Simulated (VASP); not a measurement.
# TiC in VASP: notebook

Runs on TiC. Level: PBEsol. Tasks: single point.

All numbers are computed with VASP 6.6.1; they aren't measurements. Logs are shortened: lines on timing, memory, paths and dates and some standing lists are left out, and cuts for length are marked.

## 1. The cell of the first run

The typed cell holds 2 atoms: a = 2.973 Å, b = 2.973 Å, c = 3.019 Å, α = 60.51°, β = 60.51°, γ = 90.00°.

## 2. Single point, PBEsol

INCAR reads:

```
PREC     = Accurate       # precision mode
ENCUT    = 520            # plane-wave cutoff, eV
EDIFF    = 1E-6           # SCF threshold, eV
ISMEAR   = 0              # smearing method
SIGMA    = 0.1            # smearing width, eV
LREAL    = F              # projectors in reciprocal space
LASPH    = T              # aspherical terms in the spheres
NELM     = 100            # most SCF steps
ALGO     = Normal         # electronic algorithm
ISIF     = 2              # what is computed and relaxed
LWAVE    = F              # write WAVECAR
LCHARG   = F              # write CHGCAR
GGA      = PS             # functional
ISYM     = 0            
NBANDS   = 15             # bands
```

KPOINTS reads:

```
regular mesh
0
Gamma
  12 12 16
```

POSCAR reads:

```
TiC
1.0
    2.9726300465     -0.0000000013     -0.0000886777
   -0.0000000013      2.9726300465     -0.0000886777
    1.4862493456      1.4862493456      2.1669671968
Ti C
1 1
Direct
    0.0000000000      0.0000000000      0.0000000000
    0.5000000000      0.5000000000      0.0000000000
```

Potentials or basis: VASP PAW PBE potentials, release 64 (Ti_sv, C).

Launch:

```console
$ cat potpaw_PBE.64/Ti_sv/POTCAR potpaw_PBE.64/C/POTCAR > POTCAR
$ mpirun -np 1 vasp_std > vasp.out
```

OUTCAR:

```text
PREC = Accurate
   ENCUT = 520
   EDIFF = 1E-6
   ISMEAR = 0
   LREAL = F
   LASPH = T
   NELM = 100
   ISIF = 2
   GGA = PS
   ISYM = 0

 ion  position               nearest neighbor table
   1  0.000  0.000  0.000-   2 2.10   2 2.10   2 2.10   2 2.10   2 2.17   2 2.17
   2  0.500  0.500  0.000-   1 2.10   1 2.10   1 2.10   1 2.10   1 2.17   1 2.17

IMPORTANT INFORMATION: All symmetrisations will be switched off!
NOSYMM: (Re-)initialisation of all symmetry stuff for point group C_1.

----------------------------------------------------------------------------------------

                                     Primitive cell

  volume of cell :      19.1493

  direct lattice vectors                    reciprocal lattice vectors
     2.972630046 -0.000000001 -0.000088678     0.336395557 -0.000006882 -0.230717589
    -0.000000001  2.972630046 -0.000088678    -0.000006882  0.336395557 -0.230717589
     1.486249346  1.486249346  2.166967197     0.000013766  0.000013766  0.461455569

  length of vectors
     2.972630048  2.972630048  3.018877451     0.407912462  0.407912462  0.461455569

  position of ions in fractional coordinates (direct lattice)
     0.000000000  0.000000000  0.000000000
     0.500000000  0.500000000  1.000000000

  ion indices of the primitive-cell ions
   primitive index   ion index
                 1           1
                 2           2

----------------------------------------------------------------------------------------

 KPOINTS: regular mesh

Automatic generation of k-mesh.
 Grid dimensions read from file:
 generate k-points for:   12   12   16

 Generating k-lattice:

  Cartesian coordinates                     Fractional coordinates (reciprocal lattice)
     0.028032963 -0.000000574 -0.019226466     0.083333333  0.000000000  0.000000000
    -0.000000574  0.028032963 -0.019226466     0.000000000  0.083333333  0.000000000
     0.000000860  0.000000860  0.028840973    -0.000000000 -0.000000000  0.062500000

  Length of vectors
     0.033992705  0.033992705  0.028840973

  Shift w.r.t. Gamma in fractional coordinates (k-lattice)
     0.000000000  0.000000000  0.000000000

 Subroutine IBZKPT returns following result:
 ===========================================

 Found   1156 irreducible k-points:

 Following reciprocal coordinates:
            Coordinates               Weight
  0.000000  0.000000  0.000000      1.000000
  0.083333  0.000000 -0.000000      2.000000
  0.000000 -0.083333  0.000000      2.000000
  0.166667  0.000000  0.000000      2.000000
[... 50 lines left out ...]
   NELECT =      16.0000    total number of electrons
   NUPDOWN=      -1.0000    fix difference up-down
   EMIN   =  10.00;   EMAX   =-10.00  energy-range for DOS
   EFERMI =   0.00;   METHOD = LEGACY
   ISMEAR =     0;   SIGMA  =   0.10  broadening in eV -4-tet -1-fermi 0-gaus
   EFERMI_NEDOS =   21; number of points for ismear=-14 and -15
   IALGO  =     38    algorithm
   IMIX   =      4    mixing-type and parameters
     AMIX     =   0.40;   BMIX     =  1.00
     AMIX_MAG =   1.60;   BMIX_MAG =  1.00
  volume/ion in A,a.u.               =       9.57        64.61
  Fermi-wavevector in a.u.,A,eV,Ry     =   1.541928  2.913822 32.348440  2.377543
  Thomas-Fermi vector in A             =   2.647805
   LORBIT       =      0    0 simple, 1 ext, 2 COOP (PROOUT), +10 PAW based schemes
   GGA     = PS    functional components
   LHFCALC =     F    Hartree Fock is set to
   AEXX    =    0.0000 exact exchange contribution
   IVDW    =     0    specifies the selected vdW correction
   LEPSILON=     F    determine dielectric tensor
   LRPA    =     F    only Hartree local field effects (RPA)
 non-spin polarized calculation
 Gauss-broadening in eV      SIGMA  =   0.10
  energy-cutoff  :      520.00
  volume of cell :       19.15
 maximum number of plane-waves:       540
 NGX is ok and might be reduce to    24
   NGX = 11   NGY = 11   NGZ = 11

 number of electron      16.0000001 magnetization

 Free energy of the ion-electron system (eV)
  ---------------------------------------------------
  ext. energy  EPLUGINS =         0.00000000
  ---------------------------------------------------
  free energy    TOTEN  =       -19.76561272 eV

  energy without entropy =      -19.76417115  energy(sigma->0) =      -19.76489194

 E-fermi :  10.0320     XC(G=0): -13.1678

 val. band max:        9.9898492532   @ k =   0.5000   0.5000   0.5000
 cond. band min:      10.0462573405   @ k =   0.0000  -0.0833  -0.1250
 fundamental gap:      0.0564080873
 Fermi energy:        10.0319887163

 k-point     1 :       0.0000    0.0000    0.0000
  band No.  band energies     occupation
      1     -46.1454      2.00000
      2     -22.2626      2.00000
      3     -22.2248      2.00000
      4     -22.2245      2.00000
      5      -2.6301      2.00000
      6      10.5287      0.00000
      7      10.7793      0.00000
      8      10.7794      0.00000
      9      11.6992      0.00000
     10      11.7182      0.00000
     11      11.8402      0.00000
     12      11.8404      0.00000
     13      11.9863      0.00000
     14      21.4057      0.00000
[... 401 lines left out ...]
      2     -22.8499      2.00000
      3     -22.3380      2.00000
      4     -22.2923      2.00000
      5       1.0603      2.00000
      6       4.0998      2.00000
      7       6.9121      2.00000
      8       7.0347      2.00000
      9      12.9008      0.00000
     10      13.2502      0.00000
     11      14.3890      0.00000
     12      18.0879      0.00000
     13      18.4783      0.00000
     14      19.4801      0.00000
     15      25.3448      0.00000

 [... further k-points ...]

------------------------ aborting loop because EDIFF is reached ----------------------------------------

  FORCE on cell =-STRESS in cart. coord.  units (eV):
  Direction    XX          YY          ZZ          XY          YZ          ZX
  --------------------------------------------------------------------------------------
  -------------------------------------------------------------------------------------
  Total        1.7899013      1.7899027      0.0190751     -0.0056715      0.0016372      0.0016366
  in kB      149.7572390    149.7573618      1.5959772     -0.4745227      0.1369845      0.1369318
  external PRESSURE =     100.3701927 kB  Pullay stress =       0.0000000 kB

 VOLUME and BASIS-vectors are now :
 -----------------------------------------------------------------------------
  energy-cutoff  :      520.00
  volume of cell :       19.15
      direct lattice vectors                 reciprocal lattice vectors
     2.972630046 -0.000000001 -0.000088678     0.336395557 -0.000006882 -0.230717589
    -0.000000001  2.972630046 -0.000088678    -0.000006882  0.336395557 -0.230717589
     1.486249346  1.486249346  2.166967197     0.000013766  0.000013766  0.461455569

 POSITION                                       TOTAL-FORCE (eV/Angst)
 -----------------------------------------------------------------------------------
      0.00000      0.00000      0.00000        -0.000000      0.000000     -0.000000
      1.48632      1.48632     -0.00009         0.000000     -0.000000      0.000000
 -----------------------------------------------------------------------------------
    total drift:                               -0.000000     -0.000000      0.000000

  FREE ENERGIE OF THE ION-ELECTRON SYSTEM (eV)
  ---------------------------------------------------
  free  energy   TOTEN  =       -19.7656127230 eV

  energy  without entropy=      -19.7641711549  energy(sigma->0) =      -19.76489194
```

OSZICAR:

```text
N       E                     dE             d eps       ncg     rms          rms(c)
DAV:   1     0.116362877674E+03    0.11636E+03   -0.79544E+03 34830   0.129E+03
DAV:   2    -0.177940336395E+02   -0.13416E+03   -0.12578E+03 36900   0.336E+02
DAV:   3    -0.248041116570E+02   -0.70101E+01   -0.68999E+01 44141   0.757E+01
DAV:   4    -0.250271088683E+02   -0.22300E+00   -0.22279E+00 44415   0.124E+01
DAV:   5    -0.250327141111E+02   -0.56052E-02   -0.56044E-02 45074   0.169E+00    0.198E+01
DAV:   6    -0.202203398709E+02    0.48124E+01   -0.10702E+01 49551   0.563E+01    0.646E+00
DAV:   7    -0.197909107620E+02    0.42943E+00   -0.16916E+00 40313   0.185E+01    0.548E+00
DAV:   8    -0.197625432388E+02    0.28368E-01   -0.13708E-01 40907   0.495E+00    0.199E+00
DAV:   9    -0.197696175885E+02   -0.70743E-02   -0.48271E-02 45862   0.201E+00    0.975E-01
DAV:  10    -0.197664383759E+02    0.31792E-02   -0.76179E-03 44729   0.127E+00    0.501E-01
DAV:  11    -0.197656488884E+02    0.78949E-03   -0.20645E-03 40385   0.679E-01    0.378E-02
DAV:  12    -0.197656142952E+02    0.34593E-04   -0.19701E-04 39377   0.209E-01    0.137E-02
DAV:  13    -0.197656130504E+02    0.12448E-05   -0.63050E-06 41750   0.269E-02    0.525E-03
DAV:  14    -0.197656127230E+02    0.32737E-06   -0.12171E-06 31345   0.174E-02
   1 F= -.19765613E+02 E0= -.19764892E+02  d E =-.144157E-02
```

It took 5.2 min on 1 thread of AMD EPYC 7R13, shared host; peak memory 0.4 GiB.

Results:

```yaml
Free_energy: -19.7656 eV
Pressure: 10.0 GPa
Band_gap_on_the_k_mesh: zero (bands 8 and 9 overlap by 1.28 eV)
```

Stress tensor (GPa, compression positive):
```
14.98 -0.05  0.01
-0.05 14.98  0.01
 0.01  0.01  0.16
```

Levels at points of the mesh, in eV from the Fermi level:
| k point | band 4 | band 5 | band 6 | band 7 | band 8 | band 9 | band 10 | band 11 | band 12 | band 13 |
| --- | --- | --- | --- | --- | --- | --- | --- | --- | --- | --- |
| (0.00, 0.00, 0.00) | -32.26 | -12.66 | 0.50 | 0.75 | 0.75 | 1.67 | 1.69 | 1.81 | 1.81 | 1.95 |
| (0.50, 0.00, 0.00) | -32.30 | -8.84 | -6.17 | -3.15 | -3.09 | 3.07 | 3.21 | 4.45 | 8.46 | 8.54 |
| (0.00, 0.50, 0.00) | -32.30 | -8.84 | -6.17 | -3.15 | -3.09 | 3.07 | 3.21 | 4.45 | 8.46 | 8.54 |
| (0.50, 0.50, 0.00) | -32.49 | -10.31 | -3.37 | -1.89 | -0.09 | -0.04 | 2.93 | 3.70 | 3.91 | 6.54 |
| (0.00, 0.00, 0.50) | -32.45 | -10.36 | -3.72 | -1.84 | 0.17 | 0.17 | 2.93 | 3.79 | 3.79 | 6.22 |
| (0.50, 0.00, 0.50) | -32.30 | -8.84 | -6.17 | -3.15 | -3.09 | 3.07 | 3.21 | 4.45 | 8.46 | 8.54 |
| (0.00, 0.50, 0.50) | -32.30 | -8.84 | -6.17 | -3.15 | -3.09 | 3.07 | 3.21 | 4.45 | 8.46 | 8.54 |
| (0.50, 0.50, 0.50) | -32.49 | -10.31 | -3.37 | -1.89 | -0.09 | -0.04 | 2.93 | 3.70 | 3.91 | 6.54 |

Caveat: the stress differs along the axes, from 0 to 15 GPa; the PAW data sets were made with another functional, which shifts forces and pressure a little.

## 3. Single point, PBEsol

This run uses another cell than the first one, of 9.73 Å³/atom.

INCAR reads:

```
SYSTEM = TiC
PREC = Accurate
ENCUT = 520
EDIFF = 1E-6
ISMEAR = 0
SIGMA = 0.1
LREAL = .FALSE.
LASPH = .TRUE.
NELM = 100
ALGO = Normal
ISIF = 2
LWAVE = .FALSE.
LCHARG = .FALSE.
GGA = PS
ISYM = 0
NBANDS = 15
```

KPOINTS reads:

```
regular mesh
0
G
  12 12 16
  0 0 0
```

POSCAR reads:

```
TiC
1.0
    2.9726300478      0.0000000000      0.0000000000
    0.0000000000      2.9726300478      0.0000000000
    1.4863150239      1.4863150239      2.2016054079
Ti C
1 1
Direct
    0.0000000000      0.0000000000      0.0000000000
    0.5000000000      0.5000000000      0.0000000000
```

Potentials or basis: VASP PAW PBE potentials, release 64 (Ti_sv, C).

Launch:

```console
$ cat potpaw_PBE.64/Ti_sv/POTCAR potpaw_PBE.64/C/POTCAR > POTCAR
$ mpirun -np 1 vasp_std > vasp.out
```

Wall time 5.3 min (1 thread of AMD EPYC 7R13, shared host); peak memory 0.41 GiB.

The run converged. Its results:

```yaml
Free_energy: -19.7584 eV
Pressure: 6.0 GPa
Band_gap_on_the_k_mesh: zero (bands 8 and 9 overlap by 1.37 eV)
```

Stress tensor (GPa, compression positive):
```
12.83 -0.03  0.00
-0.03 12.83  0.00
 0.00  0.00 -7.65
```

Levels at points of the mesh, in eV from the Fermi level:
| k point | band 5 | band 6 | band 7 | band 8 | band 9 | band 10 | band 11 | band 12 |
| --- | --- | --- | --- | --- | --- | --- | --- | --- |
| (0.00, 0.00, 0.00) | -12.58 | 0.42 | 0.80 | 0.80 | 1.57 | 1.61 | 1.81 | 1.82 |
| (0.50, 0.00, 0.00) | -8.83 | -6.09 | -3.12 | -3.02 | 2.99 | 3.19 | 4.38 | 8.26 |
| (0.00, 0.50, 0.00) | -8.83 | -6.09 | -3.12 | -3.02 | 2.99 | 3.19 | 4.38 | 8.26 |
| (0.50, 0.50, 0.00) | -10.23 | -3.30 | -1.84 | -0.13 | -0.08 | 2.87 | 3.57 | 3.90 |
| (0.00, 0.00, 0.50) | -10.32 | -3.82 | -1.77 | 0.24 | 0.24 | 2.88 | 3.70 | 3.70 |
| (0.50, 0.00, 0.50) | -8.83 | -6.09 | -3.12 | -3.02 | 2.99 | 3.19 | 4.38 | 8.26 |
| (0.00, 0.50, 0.50) | -8.83 | -6.09 | -3.12 | -3.02 | 2.99 | 3.19 | 4.38 | 8.26 |
| (0.50, 0.50, 0.50) | -10.23 | -3.30 | -1.84 | -0.13 | -0.08 | 2.87 | 3.57 | 3.90 |

Caveat: the stress differs along the axes, from -8 to 13 GPa; the PAW data sets were made with another functional, which shifts forces and pressure a little.

The gap in the log of VASP goes by the Fermi energy; the results here count the filled bands.